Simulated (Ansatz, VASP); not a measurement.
**Au in VASP and in Ansatz**

Contents of POSCAR:

```
Au
1.0
    0.0000000000      2.0571330000      2.0571330000
    2.0571330000      0.0000000000      2.0571330000
    2.0571330000      2.0571330000      0.0000000000
Au
1
Direct
    0.0000000000      0.0000000000      0.0000000000
```

The input INCAR.step1:

```
PREC     = Accurate       # precision mode
ENCUT    = 550            # plane-wave cutoff, eV
ISMEAR   = -1             # smearing method
SIGMA    = 0.1            # smearing width, eV
LREAL    = F              # projectors in reciprocal space
LASPH    = T              # aspherical terms in the spheres
NELM     = 120            # most SCF steps
NBANDS   = 12             # bands
GGA      = PE             # functional
ALGO     = Normal         # electronic algorithm
EDIFF    = 1E-5           # SCF threshold, eV
LWAVE    = T              # write WAVECAR
LCHARG   = F              # write CHGCAR
GGA_COMPAT= F
```

Contents of INCAR.step2:

```
PREC     = Accurate       # precision mode
ENCUT    = 550            # plane-wave cutoff, eV
EDIFF    = 1E-6           # SCF threshold, eV
ISMEAR   = -1             # smearing method
SIGMA    = 0.1            # smearing width, eV
LREAL    = F              # projectors in reciprocal space
LASPH    = T              # aspherical terms in the spheres
NELM     = 120            # most SCF steps
ALGO     = Normal         # electronic algorithm
ISIF     = 2              # what is computed and relaxed
LWAVE    = F              # write WAVECAR
LCHARG   = F              # write CHGCAR
METAGGA  = R2SCAN         # meta-GGA
LMIXTAU  = T            
NBANDS   = 12             # bands
ISTART   = 1            
GGA_COMPAT= F
```

Contents of KPOINTS:

```
regular mesh
0
Gamma
  7 7 7
```

Input for Ansatz:

```yaml
crystal:
  lattice:
    - [0.0, 2.057133, 2.057133]
    - [2.057133, 0.0, 2.057133]
    - [2.057133, 2.057133, 0.0]
  atoms:
    - { symbol: Au, position: [0.0, 0.0, 0.0] }
  symmetry: { tolerance: 0.0003 }
kpoints:
  mp_grid: { grid: [7, 7, 7], shift: [0, 0, 0] }
magnetization:
  spin_polarized: false
scf:
  occupations: { method: fermi_dirac }
hamiltonian:
  pseudopotentials: { kind: paw }
  xc: r2scan
basis:
  ecutwfc: "51.4 Ry"
output:
  forces: true
  stress: true
  eigenvalues: true
```

Alike in both runs: task single point; functional r2SCAN; k mesh 7 × 7 × 7; no spin polarisation.

```csv
,VASP,Ansatz
version,VASP 6.6.1,Ansatz 0.2.0
potentials or method,"VASP PAW PBE potentials, release 64 (Au), cutoff 550 eV",PAW plane waves
occupations,"fermi-dirac, width 0.1 eV",fermi-dirac
valence electrons in the cell,11,19
```

Ansatz gave:

```
gap on the k mesh at the Fermi level (eV) : none
pressure (GPa)                            : 0.8
```

Estimate VASP's values.

gap on the k mesh at the Fermi level (eV): none; pressure (GPa): 1.1.

VASP's potentials were made for PBE, not for r2SCAN. A gap of «none» marks a metal or a gap that the smearing closes. VASP's potentials hold 11 valence electrons a cell and Ansatz's 19, so a difference there can come from the potentials and not from the codes.

The k mesh is coarse, so the values compare programs but aren't converged. Spin-orbit coupling is off throughout.
